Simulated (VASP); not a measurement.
Wanted: the native input for a VASP 6.6.1 run.

- Task: density of states
- Functional: RPBE
- Potentials or basis: VASP PAW PBE potentials, release 64 (Ga_d, F)
- Cutoff: 520 eV
- k mesh: 5 × 5 × 5
- Occupations: fermi-dirac, width 0.05 eV
- Spin: no spin polarisation
- Dipole correction: no
- k mesh for the DOS: 8 × 8 × 8
- Occupations for the DOS: tetrahedron
- Further INCAR settings: ALGO = Normal; EDIFF = 1e-06; NBANDS = 17

Crystal: GaF.

```
Ga F
1.0
     3.16592    0.00000    0.00000
     0.00000    3.16592    0.00000
     0.00000    0.00000    3.16592
Ga F
1 1
Direct
  0.00000 0.00000 0.00000
  0.50000 0.50000 0.50000
```

One way to write it, as run:

POSCAR

```
GaF
1.0
    3.1659200000      0.0000000000      0.0000000000
    0.0000000000      3.1659200000      0.0000000000
    0.0000000000      0.0000000000      3.1659200000
Ga F
1 1
Direct
    0.0000000000      0.0000000000      0.0000000000
    0.5000000000      0.5000000000      0.5000000000
```

INCAR.step1

```
SYSTEM = GaF
PREC = Accurate
ENCUT = 520
EDIFF = 1E-6
ISMEAR = -1
SIGMA = 0.05
LREAL = .FALSE.
LASPH = .TRUE.
NELM = 100
ALGO = Normal
ISIF = 2
LWAVE = .FALSE.
LCHARG = .TRUE.
GGA = RP
NBANDS = 17
```

KPOINTS.step1

```
regular mesh
0
G
  5 5 5
  0 0 0
```

INCAR.step2

```
SYSTEM = GaF
PREC = Accurate
ENCUT = 520
EDIFF = 1E-6
ISMEAR = -5
SIGMA = 0.05
LREAL = .FALSE.
LASPH = .TRUE.
NELM = 100
ALGO = Normal
ISIF = 2
LWAVE = .FALSE.
LCHARG = .FALSE.
GGA = RP
LORBIT = 10
NBANDS = 17
NEDOS = 2001
ICHARG = 11
```

KPOINTS.step2

```
regular mesh
0
G
  8 8 8
  0 0 0
```

Potentials or basis: VASP PAW PBE potentials, release 64 (Ga_d, F).

Command:

```bash
$ cat potpaw_PBE.64/Ga_d/POTCAR potpaw_PBE.64/F/POTCAR > POTCAR
$ cp INCAR.step1 INCAR
$ cp KPOINTS.step1 KPOINTS
$ mpirun -np 1 vasp_std > vasp.out
$ cp INCAR.step2 INCAR
$ cp KPOINTS.step2 KPOINTS
$ mpirun -np 1 vasp_std > vasp.out
```

It gave:

```json
{
 "Valence electrons inside the program's atomic spheres": "Ga 11.36; F 6.04"
}
```

Run time: 12 s on 1 thread of Intel(R) Xeon(R) Platinum 8259CL CPU @ 2.50GHz (Skylake/Cascade Lake), with other jobs on the host, peak memory 0.14 GiB.
